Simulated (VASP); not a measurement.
Wanted: the native input for a VASP 6.6.1 run.

- Task: single point
- Functional: PBE
- Potentials or basis: VASP PAW PBE potentials, release 64 (La)
- Cutoff: 520 eV
- k mesh: 10 × 10 × 10
- Occupations: fermi-dirac, width 0.1 eV
- Spin: non-collinear spin, zero start, spin-orbit coupling
- Starting moments: [[0.0, 0.0, 0.0]] μB
- Dipole correction: no
- Further INCAR settings: ALGO = Normal; EDIFF = 1e-06; NBANDS = 22

The structure of La lies in POSCAR:

```
La
1.0
    3.3268704348      0.0000000000      0.0000000000
    0.0000000000      3.3268704348      0.0000000000
    0.0000000000      0.0000000000      3.3268704348
La
1
Direct
    0.0000000000      0.0000000000      0.0000000000
```

This isn't the form of La at room conditions, which is double hcp.

These files were run (other wordings do the same):

INCAR

```
SYSTEM = La
  PREC = Accurate
  ENCUT = 520
  EDIFF = 1E-6
  ISMEAR = -1
  SIGMA = 0.1
  LREAL = .FALSE.
  LASPH = .TRUE.
  NELM = 150
  ALGO = Normal
  ISIF = 2
  LWAVE = .FALSE.
  LCHARG = .FALSE.
  MAGMOM = 0 0 0
  LORBIT = 11
  LSORBIT = .TRUE.
  GGA_COMPAT = .FALSE.
  LORBMOM = .TRUE.
  LMAXMIX = 6
  GGA = PE
  NBANDS = 22
```

KPOINTS

```
regular mesh
0
G
  10 10 10
  0 0 0
```

Potentials or basis: VASP PAW PBE potentials, release 64 (La).

Run with:

```sh
$ cat potpaw_PBE.64/La/POTCAR > POTCAR
$ mpirun -np 1 vasp_ncl > vasp.out
```

Results of the run:

The pressure is -0.1 GPa and the net moment is 0.00 μB per cell. The valence electrons inside the program's atomic spheres are La 8.72.

Run time: 100 s on 1 thread of Intel(R) Xeon(R) Platinum 8488C (Sapphire Rapids) (shared host), peak memory 0.29 GiB.
